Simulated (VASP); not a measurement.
A run of VASP 6.6.1 is set up as follows.

Contents of INCAR:

```
ALGO = Normal ; EDIFF = 1E-6
ENCUT = 520 ; GGA = PE
ISIF = 2 ; ISMEAR = -1
ISPIN = 2 ; LASPH = True
LCHARG = False ; LMAXMIX = 4
LORBIT = 11 ; LREAL = False
LWAVE = False ; MAGMOM = 2.5
NBANDS = 14 ; NELM = 150
PREC = Accurate ; SIGMA = 0.1
```

KPOINTS

```
k-points
0
Gamma
  18 18 18
```

File POSCAR:

```
Fe
1.0
    2.2712054172      0.0000000000      0.0000000000
    0.0000000000      2.2712054172      0.0000000000
    0.0000000000      0.0000000000      2.2712054172
Fe
1
Direct
    0.0000000000      0.0000000000      0.0000000000
```

Potentials or basis: VASP PAW PBE potentials, release 64 (Fe).

Command:

```bash
$ cat potpaw_PBE.64/Fe/POTCAR > POTCAR
$ mpirun -np 1 vasp_std > vasp.out
```

(1) What does it give for the net moment?

(2) Predict the pressure.

## Answers

(1) 2.13 μB per cell.

(2) 20.4 GPa.
